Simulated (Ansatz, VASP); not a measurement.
**Yb in VASP and in Ansatz**

```
Yb
1.0
     0.00000    2.70377    2.14463
     2.70377    0.00000    2.14463
     2.70377    2.70377    0.00000
Yb
1
Cartesian
  0.0000 0.0000 0.0000
```

Alike in both runs: task single point; functional PBE; k mesh 16 × 16 × 16; occupations gaussian, width 0.15 eV; no spin polarisation.

```csv
,VASP,Ansatz
version,VASP 6.6.1,Ansatz 0.2.0
potentials or method,"VASP PAW PBE potentials, release 64 (Yb), cutoff 520 eV","scalar-relativistic, plane waves, PAW"
valence electrons in the cell,24,24
```

|  | VASP | Ansatz | Ansatz less VASP |
| --- | --- | --- | --- |
| gap on the k mesh at the Fermi level (eV) | none | none | - |
| pressure (GPa) | 2.4 | 2.5 | +0.13 |
| traceless stress, the component that is largest in VASP (GPa) | -0.61 | -0.60 | +0.012 |

A gap of «none» marks a metal or a gap that the smearing closes. The functional is the same, so the differences come from potentials, cutoffs and numerics.

Spin-orbit coupling is off throughout.
